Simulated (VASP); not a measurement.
Wanted: the native input for a VASP 6.6.1 run.

| Quantity | Value |
| --- | --- |
| Task | single point |
| Functional | r2SCAN |
| Potentials or basis | VASP PAW PBE potentials, release 64 (Ta_pv, N) |
| Cutoff | 520 eV |
| k mesh | 16 × 16 × 16 |
| Occupations | gaussian, width 0.1 eV |
| Spin | no spin polarisation |
| Dipole correction | no |
| Further INCAR settings | ALGO = Normal; EDIFF = 1e-06; NBANDS = 15 |

The system is TaN.

```
CELL_PARAMETERS angstrom
0.00000 2.17505 2.17505
2.17505 0.00000 2.17505
2.17505 2.17505 0.00000
ATOMIC_POSITIONS crystal
Ta 0.50000 0.50000 0.50000
N 0.00000 0.00000 0.00000
```

One way to write it, as run:

POSCAR

```
TaN
1.0
    0.0000000000      2.1750500039      2.1750500039
    2.1750500039      0.0000000000      2.1750500039
    2.1750500039      2.1750500039      0.0000000000
Ta N
1 1
Direct
    0.5000000000      0.5000000000      0.5000000000
    0.0000000000      0.0000000000      0.0000000000
```

INCAR.step1

```
  PREC = Accurate
  ENCUT = 520
  ISMEAR = 0
  SIGMA = 0.1
  LREAL = False
  LASPH = True
  NELM = 100
  NBANDS = 15
  GGA = PE
  ALGO = Normal
  EDIFF = 1E-4
  LWAVE = True
  LCHARG = False
```

INCAR.step2

```
  PREC = Accurate
  ENCUT = 520
  EDIFF = 1E-6
  ISMEAR = 0
  SIGMA = 0.1
  LREAL = False
  LASPH = True
  NELM = 100
  ALGO = Normal
  ISIF = 2
  LWAVE = False
  LCHARG = False
  METAGGA = R2SCAN
  LMIXTAU = True
  NBANDS = 15
  ISTART = 1
```

KPOINTS

```
Automatic mesh
0
Gamma
  16 16 16
```

Potentials or basis: VASP PAW PBE potentials, release 64 (Ta_pv, N).

Run with:

```bash
$ cat potpaw_PBE.64/Ta_pv/POTCAR potpaw_PBE.64/N/POTCAR > POTCAR
$ cp INCAR.step1 INCAR
$ mpirun -np 1 vasp_std > vasp.out
$ cp INCAR.step2 INCAR
$ mpirun -np 1 vasp_std > vasp.out
```

It gave:

The pressure is 14.2 GPa. The band gap on the k mesh is zero (band 8 reaches 12.02 eV, above the bottom of band 9 at 7.73 eV).

Caveat: the PAW data sets were made with another functional, which shifts forces and pressure a little; spin-orbit coupling is left out, which moves the levels of the heavy elements.

It took 58 s on 1 thread of Intel(R) Xeon(R) Platinum 8488C (Sapphire Rapids), on a shared host, peak memory 0.18 GiB.
